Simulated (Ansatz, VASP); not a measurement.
KTaO3: VASP beside Ansatz

The input INCAR:

```
PREC = Accurate
ENCUT = 520
EDIFF = 1E-6
ISMEAR = -1
SIGMA = 0.01
LREAL = False
LASPH = True
NELM = 80
ALGO = Normal
ISIF = 2
LWAVE = False
LCHARG = False
GGA = PE
NBANDS = 27
```

Contents of KPOINTS:

```
Automatic mesh
0
Gamma
  5 5 5
```

File POSCAR:

```
KTaO3
1.0
    3.9883000000      0.0000000000      0.0000000000
    0.0000000000      3.9883000000      0.0000000000
    0.0000000000      0.0000000000      3.9484170000
K Ta O
1 1 3
Direct
    0.5000000000      0.5000000000      0.5000000000
    0.0000000000      0.0000000000      0.0000000000
    0.5000000000      0.0000000000      0.0000000000
    0.0000000000      0.5000000000      0.0000000000
    0.0000000000      0.0000000000      0.5000000000
```

Input for Ansatz:

```yaml
crystal:
  lattice:
    - [3.9883, 0.0, 0.0]
    - [0.0, 3.9883, 0.0]
    - [0.0, 0.0, 3.948417]
  atoms:
    - { symbol: K, position: [0.5, 0.5, 0.5] }
    - { symbol: Ta, position: [0.0, 0.0, 0.0] }
    - { symbol: O, position: [0.5, 0.0, 0.0] }
    - { symbol: O, position: [0.0, 0.5, 0.0] }
    - { symbol: O, position: [0.0, 0.0, 0.5] }
kpoints:
  mp_grid: { grid: [5, 5, 5] }
  band_path:
    path:
      - [0.0, 0.0, 0.0]
      - [0.0, 0.5, 0.0]
      - [0.5, 0.5, 0.0]
      - [0.0, 0.0, 0.0]
      - [0.0, 0.0, 0.5]
      - [0.0, 0.5, 0.5]
      - [0.5, 0.5, 0.5]
      - [0.0, 0.0, 0.5]
      - [0.0, 0.5, 0.0]
    npoints: 5
scf:
  occupations: { method: fermi_dirac, width: 0.01 }
hamiltonian:
  xc: pbe
  pseudopotentials: { kind: all_electron, lapw: { basis_error: 0.0005 } }
output:
  forces: true
  stress: true
  eigenvalues: true
```

Change from the starting cell: zz strain of -1 %.

Alike in both runs: task single point; functional PBE; k mesh 5 × 5 × 5; occupations fermi-dirac, width 0.01 eV; no spin polarisation.

|  | VASP | Ansatz |
| --- | --- | --- |
| version | VASP 6.6.1 | Ansatz 0.2.0 |
| potentials or method | VASP PAW PBE potentials, release 64 (K_sv, Ta_pv, O), cutoff 520 eV | all-electron LAPW, scalar-relativistic |

Ansatz gave:

```
gap on the k mesh at the Fermi level (eV)                     : 2.35
pressure (GPa)                                                : 7.7
traceless stress, the component that is largest in VASP (GPa) : 2.67
```

Problem. Estimate VASP's values.

Solution. gap on the k mesh at the Fermi level (eV): 2.30; pressure (GPa): 8.3; traceless stress, the component that is largest in VASP (GPa): 2.73.

Ansatz ran all-electron here, and VASP with PAW potentials.

Neither program's run includes spin-orbit coupling.
